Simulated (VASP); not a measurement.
A run of VASP 6.6.1 is set up as follows.

INCAR

```
PREC = Accurate
ENCUT = 520
EDIFF = 1E-7
ISMEAR = 0
SIGMA = 0.022
LREAL = F
LASPH = T
NELM = 100
ALGO = Normal
ISIF = 2
LWAVE = F
LCHARG = F
GGA = PE
NBANDS = 11
```

The input KPOINTS:

```
Automatic mesh
0
Gamma
  10 10 10
```

The input POSCAR:

```
BAs
1.0
    0.0000000000      2.3885000000      2.3885000000
    2.3885000000      0.0000000000      2.3885000000
    2.3885000000      2.3885000000      0.0000000000
As B
1 1
Direct
    0.7500000000      0.7500000000      0.7500000000
    0.0000000000      0.0000000000      0.0000000000
```

Potentials or basis: VASP PAW PBE potentials, release 64 (As, B).

Launch:

```bash
$ cat potpaw_PBE.64/As/POTCAR potpaw_PBE.64/B/POTCAR > POTCAR
$ mpirun -np 1 vasp_std > vasp.out
```

Q: Predict the pressure.

A: 3.4 GPa.

Q: Predict the band gap on the k mesh.

A: 1.18 eV, indirect (least direct gap 3.28 eV).

A k mesh can miss the band edges.
